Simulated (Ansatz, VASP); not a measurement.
# TeMo2 in VASP and in Ansatz

```
Te Mo
1.0
     0.00000    3.12499    3.12499
     3.12499    0.00000    3.12499
     3.12499    3.12499    0.00000
Te Mo
1 2
Direct
  0.00000 0.00000 0.00000
  0.25000 0.25000 0.25000
  0.75000 0.75000 0.75000
```

Alike in both runs: task relaxation of cell and atoms; functional PBE; k mesh 14 × 14 × 14; occupations gaussian, width 0.1 eV; no spin polarisation.

```csv
,VASP,Ansatz
version,VASP 6.6.1,Ansatz 0.2.0
potentials or method,"VASP PAW PBE potentials, release 64 (Te, Mo_sv), cutoff 600 eV","scalar-relativistic, plane waves, PAW"
valence electrons in the cell,34,44
```

```csv
,VASP,Ansatz,Ansatz less VASP
"gap on the k mesh at the Fermi level, each at its own relaxed structure (eV)",none,none,-
relaxed volume (Å³/atom),20.21,20.21,+0.003
relaxed length of the cell vector where the two differ most in proportion (Å),4.409,4.410,+0.0003
```

A gap of «none» marks a metal or a gap that the smearing closes. VASP's potentials hold 34 valence electrons a cell and Ansatz's 44, so a difference there can come from the potentials and not from the codes.

Spin-orbit coupling is off throughout.
